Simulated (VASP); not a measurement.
GaRe2Sb3, 6 atoms in the cell. It takes space group P6/mmm (No. 191, hexagonal). The conventional cell has a = 4.982 Å, b = 4.982 Å, c = 5.806 Å, α = 90.00°, β = 90.00°, γ = 120.00°. Ga (site symmetry 6/mmm) has 8 Sb at 2.88 to 2.90 Å within 3.8 Å. Re (site symmetry -6m2) has 3 Re at 2.88 Å and 5 Sb at 2.88 to 2.90 Å within 3.8 Å. Sb (site symmetry -6m2) has 3 Sb at 2.88 Å and 3 Ga at 2.88 Å and 2 Re at 2.90 Å within 3.8 Å. Within 3.8 Å of Sb (site symmetry 6/mmm) lie 6 Re at 2.88 Å and 2 Ga at 2.90 Å. The cell was generated, and may not be a known phase.

```yaml
Program: VASP 6.6.1
Task: relaxation of cell and atoms
Functional: PBE
Potentials_or_basis: VASP PAW PBE potentials, release 64 (Ga_d, Re, Sb)
Cutoff: 600 eV
k_mesh: 6 × 6 × 4
Occupations: gaussian, width 0.1 eV
Spin: no spin polarisation
Dipole_correction: no
Further_INCAR_settings: ALGO = Fast; EDIFF = 1e-06; IBRION = 2; EDIFFG = -0.04; NSW = 90; ISIF = 3
```

Potentials or basis: VASP PAW PBE potentials, release 64 (Ga_d, Re, Sb).

Run with:

```bash
$ cat potpaw_PBE.64/Ga_d/POTCAR potpaw_PBE.64/Re/POTCAR potpaw_PBE.64/Sb/POTCAR > POTCAR
$ mpirun -np 1 vasp_std > vasp.out
```

Hardware: 1 thread of Oxide Virtual Turin-like Processor, with other jobs on the host.

Estimate the wall time of this run.

Wall time 16 min on 1 thread of Oxide Virtual Turin-like Processor, on a shared host, peak memory 0.31 GiB. Counts: scf iterations 192, k points 21, ion steps 6.
